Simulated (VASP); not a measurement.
Write the native input for VASP 6.6.1 that does the following.

* Task: single point
* Functional: r2SCAN
* Potentials or basis: VASP PAW PBE potentials, release 64 (K_sv, Cl)
* Cutoff: 520 eV
* k mesh: 6 × 6 × 6
* Occupations: gaussian, width 0.01 eV
* Spin: no spin polarisation
* Dipole correction: no
* Further INCAR settings: ALGO = Normal; EDIFF = 1e-06; NBANDS = 15

KCl:

```xyz
2
Lattice="2.9974 2.9974 0.0000 -2.9974 2.9974 0.0000 0.0000 2.9974 2.9974" Properties=species:S:1:pos:R:3 pbc="T T T"
K     0.0000    0.0000    0.0000
Cl    0.0000    2.9974    0.0000
```

The input as run:

POSCAR

```
KCl
1.0
    2.9974199974      2.9974199974      0.0000000000
   -2.9974199974      2.9974199974      0.0000000000
    0.0000000000      2.9974199974      2.9974199974
K Cl
1 1
Direct
    0.0000000000      0.0000000000      0.0000000000
    0.5000000000      0.5000000000      0.0000000000
```

INCAR.step1

```
SYSTEM = KCl
ALGO = Normal
EDIFF = 1E-4
ENCUT = 520
GGA = PE
ISMEAR = 0
LASPH = .True.
LCHARG = .False.
LREAL = .False.
LWAVE = .True.
NBANDS = 15
NELM = 100
PREC = Accurate
SIGMA = 0.01
```

INCAR.step2

```
SYSTEM = KCl
ALGO = Normal
EDIFF = 1E-6
ENCUT = 520
ISIF = 2
ISMEAR = 0
ISTART = 1
LASPH = .True.
LCHARG = .True.
LELF = .True.
LMIXTAU = .True.
LREAL = .False.
LVHAR = .True.
LWAVE = .False.
METAGGA = R2SCAN
NBANDS = 15
NELM = 100
PREC = Accurate
SIGMA = 0.01
```

KPOINTS

```
k-points
0
Gamma
  6 6 6
  0 0 0
```

Potentials or basis: VASP PAW PBE potentials, release 64 (K_sv, Cl).

The run is started by

```console
$ cat potpaw_PBE.64/K_sv/POTCAR potpaw_PBE.64/Cl/POTCAR > POTCAR
$ cp INCAR.step1 INCAR
$ mpirun -np 1 vasp_std > vasp.out
$ cp INCAR.step2 INCAR
$ mpirun -np 1 vasp_std > vasp.out
```

Results of the run:

```yaml
Pressure: 4.0 GPa
Band_gap_on_the_k_mesh: 6.40 eV, direct
```

Caveat: the PAW data sets were made with another functional, which shifts forces and pressure a little.

Run time: 82 s on 1 thread of AMD EPYC 7R43 64-Core Processor (Zen 3), on a shared host, peak memory 0.14 GiB.
